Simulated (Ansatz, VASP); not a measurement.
# One calculation of Zr, two programs

The input INCAR:

```
PREC = Accurate
ENCUT = 600
EDIFF = 1E-6
ISMEAR = 0
SIGMA = 0.1
LREAL = False
LASPH = True
NELM = 80
ALGO = Fast
ISIF = 3
LWAVE = False
LCHARG = False
IBRION = 2
NSW = 100
EDIFFG = -0.005
```

KPOINTS

```
Automatic mesh
0
Gamma
  12 12 8
```

POSCAR

```
Zr
1.0
    3.2392314100      0.0000000000      0.0000000000
   -1.6196157100      2.8052566900      0.0000000000
    0.0000000000      0.0000000000      5.1722200000
Zr
2
Direct
    0.3333333300      0.6666666700      0.2500000000
    0.6666666700      0.3333333300      0.7500000000
```

Input for Ansatz:

```yaml
crystal:
  lattice:
    - [3.23923141, 0.0, 0.0]
    - [-1.61961571, 2.80525669, 0.0]
    - [0.0, 0.0, 5.17222]
  atoms:
    - { symbol: Zr, position: [0.33333333, 0.66666667, 0.25] }
    - { symbol: Zr, position: [0.66666667, 0.33333333, 0.75] }
basis:
  ecutwfc: 420
kpoints:
  mp_grid: { grid: [12, 12, 8] }
hamiltonian:
  xc: lda
scf:
  occupations: { method: gaussian, width: 0.1 }
output:
  forces: true
  stress: true
  eigenvalues: true
relax:
  adjacent_minimum: "off"
  f_tol: 0.005
  max_steps: 80
  cell: { stress_tol: 0.05 }
```

Alike in both runs: task relaxation of cell and atoms; functional LDA; k mesh 12 × 12 × 8; occupations gaussian, width 0.1 eV; no spin polarisation.

```csv
,VASP,Ansatz
version,VASP 6.6.1,Ansatz 0.2.0
potentials or method,"VASP PAW LDA potentials, release 64 (Zr_sv), cutoff 600 eV","scalar-relativistic, plane waves, PAW"
valence electrons in the cell,24,24
```

|  | VASP | Ansatz | Ansatz less VASP |
| --- | --- | --- | --- |
| gap on the k mesh at the Fermi level, each at its own relaxed structure (eV) | none | none | - |
| relaxed volume (Å³/atom) | 21.82 | 21.79 | -0.022 |
| relaxed length of the cell vector where the two differ most in proportion (Å) | 5.066 | 5.061 | -0.0041 |

LDA's correlation is that of Perdew and Zunger in VASP and of Perdew and Wang (1992) in Ansatz. A gap of «none» marks a metal or a gap that the smearing closes.
